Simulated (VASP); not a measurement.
# FeBr4 (F-43m) in VASP: notebook

Runs on FeBr4. Level: PBE. Tasks: single point.

Everything below comes from runs of VASP 6.6.1. Logs are shortened: lines on timing, memory, paths and dates and some standing lists are left out, and cuts for length are marked.

## Step 1: The cell of the first run

It takes space group F-43m (No. 216, cubic). Conventional cell: a = 10.456 Å, b = 10.456 Å, c = 10.456 Å, α = 90.00°, β = 90.00°, γ = 90.00°. Within 3.0 Å of Fe (site symmetry -43m) lie 4 Br at 2.28 Å. Within 3.0 Å of Br (site symmetry 3m) lie 1 Fe at 2.28 Å.

## Step 2: Single point, PBE, collinear spin, ferromagnetic start (57.15 Å³/atom)

Contents of INCAR:

```
  PREC = Accurate
  ENCUT = 520
  EDIFF = 1E-6
  ISMEAR = 0
  SIGMA = 0.1
  LREAL = False
  LASPH = True
  NELM = 150
  ALGO = Normal
  ISIF = 2
  LWAVE = False
  LCHARG = True
  ISPIN = 2
  MAGMOM = 3.36 0 0 0 0
  LORBIT = 11
  LMAXMIX = 4
  GGA = PE
  LELF = True
  LVHAR = True
  NBANDS = 30
```

Contents of KPOINTS:

```
regular mesh
0
Gamma
  6 6 6
```

Contents of POSCAR:

```
FeBr4
1.0
    0.0000000000      5.2277621140      5.2277621140
    5.2277621140      0.0000000000      5.2277621140
    5.2277621140      5.2277621140      0.0000000000
Fe Br
1 4
Direct
    0.2500000000      0.2500000000      0.2500000000
    0.1241320154      0.6276039537      0.1241320154
    0.1241320154      0.1241320154      0.1241320154
    0.6276039537      0.1241320154      0.1241320154
    0.1241320154      0.1241320154      0.6276039537
```

Potentials or basis: VASP PAW PBE potentials, release 64 (Fe, Br).

Command:

```console
> cat potpaw_PBE.64/Fe/POTCAR potpaw_PBE.64/Br/POTCAR > POTCAR
> mpirun -np 1 vasp_std > vasp.out
```

OUTCAR:

```text
PREC = Accurate
   ENCUT = 520
   EDIFF = 1E-6
   ISMEAR = 0
   LREAL = False
   LASPH = True
   NELM = 150
   ISIF = 2
   ISPIN = 2
   LORBIT = 11
   GGA = PE

 ion  position               nearest neighbor table
   1  0.250  0.250  0.250-   2 2.28   4 2.28   5 2.28   3 2.28
   2  0.124  0.628  0.124-   1 2.28
   3  0.124  0.124  0.124-   1 2.28
   4  0.628  0.124  0.124-   1 2.28
   5  0.124  0.124  0.628-   1 2.28

  LATTYP: Found a face centered cubic cell.
 ALAT       =    10.4555242280

  Lattice vectors:

 A1 = (   0.0000000000,   5.2277621140,   5.2277621140)
 A2 = (   5.2277621140,   0.0000000000,   5.2277621140)
 A3 = (   5.2277621140,   5.2277621140,   0.0000000000)

Analysis of symmetry for initial positions (statically):
=====================================================================
 Subroutine PRICEL returns:
 Original cell was already a primitive cell.

 Routine SETGRP: Setting up the symmetry group for a
 face centered cubic supercell.

 Subroutine GETGRP returns: Found 24 space group operations
 (whereof 24 operations were pure point group operations)
 out of a pool of 48 trial point group operations.

The static configuration has the point symmetry T_d .

Analysis of symmetry for dynamics (positions and initial velocities):
=====================================================================
 Subroutine PRICEL returns:
 Original cell was already a primitive cell.

 Routine SETGRP: Setting up the symmetry group for a
 face centered cubic supercell.

 Subroutine GETGRP returns: Found 24 space group operations
 (whereof 24 operations were pure point group operations)
 out of a pool of 48 trial point group operations.

The dynamic configuration has the point symmetry T_d .

Analysis of structural, dynamic, and magnetic symmetry:
=====================================================================
 Subroutine PRICEL returns:
 Original cell was already a primitive cell.

 Routine SETGRP: Setting up the symmetry group for a
 face centered cubic supercell.

 Subroutine GETGRP returns: Found 24 space group operations
 (whereof 24 operations were pure point group operations)
 out of a pool of 48 trial point group operations.

The overall configuration has the point symmetry T_d .

 Subroutine INISYM returns: Found 24 space group operations
 (whereof 24 operations are pure point group operations),
 and found     1 'primitive' translations

----------------------------------------------------------------------------------------

                                     Primitive cell

  volume of cell :     285.7442

  direct lattice vectors                    reciprocal lattice vectors
     0.000000000  5.227762114  5.227762114    -0.095643220  0.095643220  0.095643220
     5.227762114  0.000000000  5.227762114     0.095643220 -0.095643220  0.095643220
     5.227762114  5.227762114  0.000000000     0.095643220  0.095643220 -0.095643220

  length of vectors
     7.393172082  7.393172082  7.393172082     0.165658916  0.165658916  0.165658916

  position of ions in fractional coordinates (direct lattice)
     0.250000000  0.250000000  0.250000000
     0.124132015  0.627603954  0.124132015
     0.124132015  0.124132015  0.124132015
     0.627603954  0.124132015  0.124132015
     0.124132015  0.124132015  0.627603954

  ion indices of the primitive-cell ions
   primitive index   ion index
                 1           1
                 2           2
                 3           3
                 4           4
                 5           5

----------------------------------------------------------------------------------------

 KPOINTS: regular mesh

Automatic generation of k-mesh.
 Grid dimensions read from file:
 generate k-points for:    6    6    6

 Generating k-lattice:

  Cartesian coordinates                     Fractional coordinates (reciprocal lattice)
    -0.015940537  0.015940537  0.015940537     0.166666667  0.000000000  0.000000000
     0.015940537 -0.015940537  0.015940537     0.000000000  0.166666667  0.000000000
     0.015940537  0.015940537 -0.015940537     0.000000000  0.000000000  0.166666667

  Length of vectors
     0.027609819  0.027609819  0.027609819

  Shift w.r.t. Gamma in fractional coordinates (k-lattice)
     0.000000000  0.000000000  0.000000000

 Subroutine IBZKPT returns following result:
 ===========================================

 Found     16 irreducible k-points:

 Following reciprocal coordinates:
            Coordinates               Weight
  0.000000  0.000000  0.000000      1.000000
  0.166667  0.000000  0.000000      8.000000
  0.333333  0.000000  0.000000      8.000000
  0.500000  0.000000  0.000000      4.000000
  0.166667  0.166667  0.000000      6.000000
  0.333333  0.166667  0.000000     24.000000
[... 8 lines left out ...]
 -0.333333  0.333333  0.166667     24.000000
 -0.333333  0.500000  0.166667     12.000000
   k-points           NKPTS =     16   k-points in BZ     NKDIM =     16   number of bands    NBANDS=     30
   number of dos      NEDOS =    301   number of ions     NIONS =      5
   total plane-waves  NPLWV = 175616
   dimension x,y,z NGX =    56 NGY =   56 NGZ =   56
   dimension x,y,z NGXF=   112 NGYF=  112 NGZF=  112
   ions per type =               1   4
   NGX,Y,Z   is equivalent  to a cutoff of  12.59, 12.59, 12.59 a.u.
   NGXF,Y,Z  is equivalent  to a cutoff of  25.18, 25.18, 25.18 a.u.
 SYSTEM =  unknown system
   PREC   = accura    normal or accurate (medium, high low for compatibility)
   ISTART =      0    job   : 0-new  1-cont  2-samecut
   ICHARG =      2    charge: 1-file 2-atom 10-const
   ISPIN  =      2    spin polarized calculation?
   LNONCOLLINEAR =      F non collinear calculations
   LSORBIT =      F    spin-orbit coupling
   LASPH  =      T    aspherical Exc in radial PAW
   ENCUT  =  520.0 eV  38.22 Ry    6.18 a.u.  13.75 13.75 13.75*2*pi/ulx,y,z
   NELM   =    150;   NELMIN=  2; NELMDL= -5     # of ELM steps
   EDIFF  = 0.1E-05   stopping-criterion for ELM
   LREAL  =      F    real-space projection
   EDIFFG = 0.1E-04   stopping-criterion for IOM
   NSW    =      0    number of steps for IOM
   IBRION =     -1    ionic relax: 0-MD 1-quasi-New 2-CG
   NFREE  =      0    steps in history (QN), initial steepest desc. (CG)
   ISIF   =      2    stress and relaxation
   ISYM   =      2    0-nonsym 1-usesym 2-fastsym
   POTIM  = 0.5000    time-step for ionic-motion
   TEBEG  =    0.0;   TEEND  =   0.0 temperature during run
   PSTRESS=    0.0 pullay stress
   NELECT =      36.0000    total number of electrons
   NUPDOWN=      -1.0000    fix difference up-down
   EMIN   =  10.00;   EMAX   =-10.00  energy-range for DOS
   EFERMI =   0.00;   METHOD = LEGACY
   ISMEAR =     0;   SIGMA  =   0.10  broadening in eV -4-tet -1-fermi 0-gaus
   EFERMI_NEDOS =   21; number of points for ismear=-14 and -15
   IALGO  =     38    algorithm
   IMIX   =      4    mixing-type and parameters
     AMIX     =   0.40;   BMIX     =  1.00
     AMIX_MAG =   1.60;   BMIX_MAG =  1.00
  volume/ion in A,a.u.               =      57.15       385.66
  Fermi-wavevector in a.u.,A,eV,Ry     =   0.820698  1.550894  9.164131  0.673545
  Thomas-Fermi vector in A             =   1.931726
   LORBIT       =     11    0 simple, 1 ext, 2 COOP (PROOUT), +10 PAW based schemes
   GGA     = PE    functional components
   LHFCALC =     F    Hartree Fock is set to
   AEXX    =    0.0000 exact exchange contribution
   IVDW    =     0    specifies the selected vdW correction
   LEPSILON=     F    determine dielectric tensor
   LRPA    =     F    only Hartree local field effects (RPA)
 spin polarized calculation
 Gauss-broadening in eV      SIGMA  =   0.10
  energy-cutoff  :      520.00
  volume of cell :      285.74
 maximum number of plane-waves:      7727
   NGX = 27   NGY = 27   NGZ = 27

 number of electron      35.9999996 magnetization       4.0006186

 Free energy of the ion-electron system (eV)
  ---------------------------------------------------
  ext. energy  EPLUGINS =         0.00000000
  ---------------------------------------------------
  free energy    TOTEN  =       -16.45700336 eV

  energy without entropy =      -16.42326974  energy(sigma->0) =      -16.44013655

 E-fermi :  -3.1784     XC(G=0):  -5.3877

 val. band max:       -3.1787805426   @ k =  -0.3333   0.3333   0.1667
 cond. band min:      -3.1724895770   @ k =  -0.1667   0.1667   0.0000
 fundamental gap:      0.0062909657
 Fermi energy:        -3.1784373132

 spin component 1

 k-point     1 :       0.0000    0.0000    0.0000
  band No.  band energies     occupation
      1     -17.4520      1.00000
      2     -16.9590      1.00000
      3     -16.9590      1.00000
      4     -16.9590      1.00000
      5      -7.7272      1.00000
      6      -7.0570      1.00000
[... 517 lines left out ...]
     29       5.5628      0.00000
     30       5.6736      0.00000
 Fermi energy:        -3.1784373132

 spin component 2

 k-point     1 :       0.0000    0.0000    0.0000
  band No.  band energies     occupation
      1     -17.3000      1.00000
      2     -16.8055      1.00000
      3     -16.8055      1.00000
      4     -16.8055      1.00000
      5      -7.4832      1.00000
      6      -5.8445      1.00000
[... 517 lines left out ...]
     29       5.7179      0.00000
     30       5.8888      0.00000

------------------------ aborting loop because EDIFF is reached ----------------------------------------

  FORCE on cell =-STRESS in cart. coord.  units (eV):
  Direction    XX          YY          ZZ          XY          YZ          ZX
  --------------------------------------------------------------------------------------
  -------------------------------------------------------------------------------------
  Total        0.2158343      0.2158343      0.2158343      0.0000000      0.0000000      0.0000000
  in kB        1.2101900      1.2101900      1.2101900      0.0000000      0.0000000      0.0000000
  external PRESSURE =       1.2101900 kB  Pullay stress =       0.0000000 kB

 VOLUME and BASIS-vectors are now :
 -----------------------------------------------------------------------------
  energy-cutoff  :      520.00
  volume of cell :      285.74
      direct lattice vectors                 reciprocal lattice vectors
     0.000000000  5.227762114  5.227762114    -0.095643220  0.095643220  0.095643220
     5.227762114  0.000000000  5.227762114     0.095643220 -0.095643220  0.095643220
     5.227762114  5.227762114  0.000000000     0.095643220  0.095643220 -0.095643220

 POSITION                                       TOTAL-FORCE (eV/Angst)
 -----------------------------------------------------------------------------------
      2.61388      2.61388      2.61388        -0.000000     -0.000000     -0.000000
      3.92990      1.29787      3.92990         0.003902     -0.003902      0.003902
      1.29787      1.29787      1.29787        -0.003902     -0.003902     -0.003902
      1.29787      3.92990      3.92990        -0.003902      0.003902      0.003902
      3.92990      3.92990      1.29787         0.003902      0.003902     -0.003902
 -----------------------------------------------------------------------------------
    total drift:                               -0.000001     -0.000001     -0.000000

  FREE ENERGIE OF THE ION-ELECTRON SYSTEM (eV)
  ---------------------------------------------------
  free  energy   TOTEN  =       -16.4570033646 eV

  energy  without entropy=      -16.4232697391  energy(sigma->0) =      -16.44013655

 total charge

# of ion       s       p       d       tot
------------------------------------------
    1        0.429   0.495   6.040   6.965
    2        1.621   3.177   0.020   4.819
    3        1.621   3.177   0.020   4.819
    4        1.621   3.177   0.020   4.819
    5        1.621   3.177   0.020   4.819
--------------------------------------------------
tot          6.915  13.205   6.120  26.240

 magnetization (x)

# of ion       s       p       d       tot
------------------------------------------
    1        0.018   0.044   3.052   3.114
    2        0.007   0.117   0.003   0.127
    3        0.007   0.117   0.003   0.127
    4        0.007   0.117   0.003   0.127
    5        0.007   0.117   0.003   0.127
--------------------------------------------------
tot          0.044   0.513   3.063   3.621
```

Run time: 3.7 min. Hardware: 1 thread of Intel Xeon 6975P-C (Granite Rapids), shared host; peak memory 0.65 GiB.

Results:

* Free energy: -16.4570 eV
* Pressure: 0.1 GPa
* Largest force: 0.007 eV/Å
* Band gap on the k mesh: zero (filled and empty bands overlap)
* Net moment: 4.00 μB per cell
* Site moments: Fe +3.11; Br +0.13 μB
* Valence electrons inside the program's atomic spheres: Fe 6.96; Br 4.82

Forces in eV/Å, atoms in the order of the input:
```
Fe   0.000  0.000  0.000
Br   0.004 -0.004  0.004
Br  -0.004 -0.004 -0.004
Br  -0.004  0.004  0.004
Br   0.004  0.004 -0.004
```

Caveat: semilocal functionals often make such compounds metallic where correlation or magnetic order opens a gap, which also shifts bond lengths.

## Step 3: Single point, PBE, collinear spin, ferromagnetic start

This run uses another cell than the first one, of 58.92 Å³/atom.

Contents of INCAR:

```
SYSTEM = FeBr4
PREC = Accurate
ENCUT = 520
EDIFF = 1E-6
ISMEAR = 0
SIGMA = 0.1
LREAL = .FALSE.
LASPH = .TRUE.
NELM = 150
ALGO = Normal
ISIF = 2
LWAVE = .FALSE.
LCHARG = .FALSE.
ISPIN = 2
MAGMOM = 3.37 0 0 0 0
LORBIT = 11
LMAXMIX = 4
GGA = PE
NBANDS = 30
```

Contents of KPOINTS:

```
Automatic mesh
0
G
  6 6 6
  0 0 0
```

Contents of POSCAR:

```
FeBr4
1.0
    0.0000000000      5.2811103100      5.2811103100
    5.2811103100      0.0000000000      5.2811103100
    5.2811103100      5.2811103100      0.0000000000
Fe Br
1 4
Direct
    0.2500000000      0.2500000000      0.2500000000
    0.1252911175      0.6241266476      0.1252911175
    0.1252911175      0.1252911175      0.1252911175
    0.6241266476      0.1252911175      0.1252911175
    0.1252911175      0.1252911175      0.6241266476
```

Potentials or basis: VASP PAW PBE potentials, release 64 (Fe, Br).

Command:

```console
> cat potpaw_PBE.64/Fe/POTCAR potpaw_PBE.64/Br/POTCAR > POTCAR
> mpirun -np 1 vasp_std > vasp.out
```

OUTCAR:

```text
SYSTEM = FeBr4
   PREC = Accurate
   ENCUT = 520
   EDIFF = 1E-6
   ISMEAR = 0
   LREAL = .FALSE.
   LASPH = .TRUE.
   NELM = 150
   ISIF = 2
   ISPIN = 2
   LORBIT = 11
   GGA = PE

 ion  position               nearest neighbor table
   1  0.250  0.250  0.250-   3 2.28   2 2.28   4 2.28   5 2.28
   2  0.125  0.624  0.125-   1 2.28
   3  0.125  0.125  0.125-   1 2.28
   4  0.624  0.125  0.125-   1 2.28
   5  0.125  0.125  0.624-   1 2.28

  LATTYP: Found a face centered cubic cell.
[... 1277 lines left out ...]
     5.281110310  0.000000000  5.281110310     0.094677060 -0.094677060  0.094677060
     5.281110310  5.281110310  0.000000000     0.094677060  0.094677060 -0.094677060

 POSITION                                       TOTAL-FORCE (eV/Angst)
 -----------------------------------------------------------------------------------
      2.64056      2.64056      2.64056        -0.000000      0.000000     -0.000000
      3.95776      1.32335      3.95776         0.002424     -0.002424      0.002424
      1.32335      1.32335      1.32335        -0.002424     -0.002424     -0.002424
      1.32335      3.95776      3.95776        -0.002424      0.002424      0.002424
      3.95776      3.95776      1.32335         0.002424      0.002424     -0.002424
 -----------------------------------------------------------------------------------
    total drift:                               -0.000001     -0.000001     -0.000001

  FREE ENERGIE OF THE ION-ELECTRON SYSTEM (eV)
  ---------------------------------------------------
  free  energy   TOTEN  =       -16.4597119352 eV

  energy  without entropy=      -16.4242688901  energy(sigma->0) =      -16.44199041

 total charge

# of ion       s       p       d       tot
------------------------------------------
    1        0.428   0.493   6.036   6.958
    2        1.621   3.177   0.020   4.818
    3        1.621   3.177   0.020   4.818
    4        1.621   3.177   0.020   4.818
    5        1.621   3.177   0.020   4.818
--------------------------------------------------
tot          6.912  13.202   6.114  26.229

 magnetization (x)

# of ion       s       p       d       tot
------------------------------------------
    1        0.018   0.044   3.051   3.113
    2        0.007   0.117   0.003   0.127
    3        0.007   0.117   0.003   0.127
    4        0.007   0.117   0.003   0.127
    5        0.007   0.117   0.003   0.127
--------------------------------------------------
tot          0.044   0.514   3.062   3.620
```

OSZICAR:

```text
N       E                     dE             d eps       ncg     rms          rms(c)
DAV:   1     0.275822771936E+03    0.27582E+03   -0.12392E+04  1920   0.926E+02
DAV:   2     0.203420149202E+02   -0.25548E+03   -0.23816E+03  2320   0.194E+02
DAV:   3    -0.198889655043E+02   -0.40231E+02   -0.39625E+02  2392   0.869E+01
DAV:   4    -0.211412890077E+02   -0.12523E+01   -0.12466E+01  2370   0.220E+01
DAV:   5    -0.211691801635E+02   -0.27891E-01   -0.27880E-01  2452   0.279E+00    0.198E+01
DAV:   6    -0.356557671035E+02   -0.14487E+02   -0.42497E+01  2658   0.114E+02    0.638E+01
DAV:   7    -0.163260844046E+02    0.19330E+02   -0.25181E+01  2144   0.701E+01    0.920E+00
DAV:   8    -0.164537879122E+02   -0.12770E+00   -0.42759E+00  2532   0.202E+01    0.665E+00
DAV:   9    -0.164551446336E+02   -0.13567E-02   -0.36823E-01  2372   0.732E+00    0.326E+00
DAV:  10    -0.164517007464E+02    0.34439E-02   -0.10226E-01  2492   0.541E+00    0.183E+00
DAV:  11    -0.164593134462E+02   -0.76127E-02   -0.37892E-02  2518   0.260E+00    0.116E+00
DAV:  12    -0.164599756421E+02   -0.66220E-03   -0.27018E-03  2224   0.300E-01    0.447E-01
DAV:  13    -0.164596522880E+02    0.32335E-03   -0.68684E-04  2746   0.580E-01    0.850E-02
DAV:  14    -0.164597388205E+02   -0.86533E-04   -0.30443E-04  2314   0.104E-01    0.631E-02
DAV:  15    -0.164597115949E+02    0.27226E-04   -0.46403E-05  2554   0.152E-01    0.363E-02
DAV:  16    -0.164597113365E+02    0.25847E-06   -0.13888E-05  2586   0.399E-02    0.295E-02
DAV:  17    -0.164597119352E+02   -0.59874E-06   -0.14164E-06  1810   0.124E-02
   1 F= -.16459712E+02 E0= -.16441990E+02  d E =-.354430E-01  mag=     3.9999
```

Wall time 3.4 min (1 thread of Intel Xeon 6975P-C (Granite Rapids), shared host); peak memory 0.66 GiB.

Results:

```yaml
Free_energy: -16.4597 eV
Pressure: 0.0 GPa
Largest_force: 0.004 eV/Å
Band_gap_on_the_k_mesh: zero (filled and empty bands overlap)
Net_moment: 4.00 μB per cell
Site_moments: Fe +3.11; Br +0.13 μB
Valence_electrons_inside_the_program's_atomic_spheres: Fe 6.96; Br 4.82
```

Forces in eV/Å, atoms in the order of the input:
```
Fe   0.000  0.000  0.000
Br   0.002 -0.002  0.002
Br  -0.002 -0.002 -0.002
Br  -0.002  0.002  0.002
Br   0.002  0.002 -0.002
```

Levels at points of the mesh, in eV from the Fermi level:
Spin up:
| k point | band 17 | band 18 | band 19 | band 20 | band 21 | band 22 | band 23 | band 24 |
| --- | --- | --- | --- | --- | --- | --- | --- | --- |
| (0.00, 0.00, 0.00) | -0.68 | -0.68 | 0.15 | 0.15 | 0.15 | 4.86 | 6.09 | 7.33 |
| (0.50, 0.00, 0.00) | -0.90 | -0.71 | -0.68 | 0.09 | 0.09 | 6.03 | 6.50 | 6.72 |
| (0.50, 0.50, 0.00) | -1.12 | -0.68 | -0.67 | -0.04 | -0.04 | 6.65 | 6.69 | 7.57 |
Spin down:
| k point | band 13 | band 14 | band 15 | band 16 | band 17 | band 18 | band 19 | band 20 |
| --- | --- | --- | --- | --- | --- | --- | --- | --- |
| (0.00, 0.00, 0.00) | -1.93 | -0.50 | -0.50 | -0.50 | 0.81 | 0.81 | 1.60 | 1.60 |
| (0.50, 0.00, 0.00) | -1.73 | -0.96 | -0.96 | -0.49 | 0.89 | 0.89 | 1.06 | 1.54 |
| (0.50, 0.50, 0.00) | -1.68 | -1.01 | -0.86 | -0.86 | 0.79 | 1.04 | 1.08 | 1.43 |

Caveat: semilocal functionals often make such compounds metallic where correlation or magnetic order opens a gap, which also shifts bond lengths.
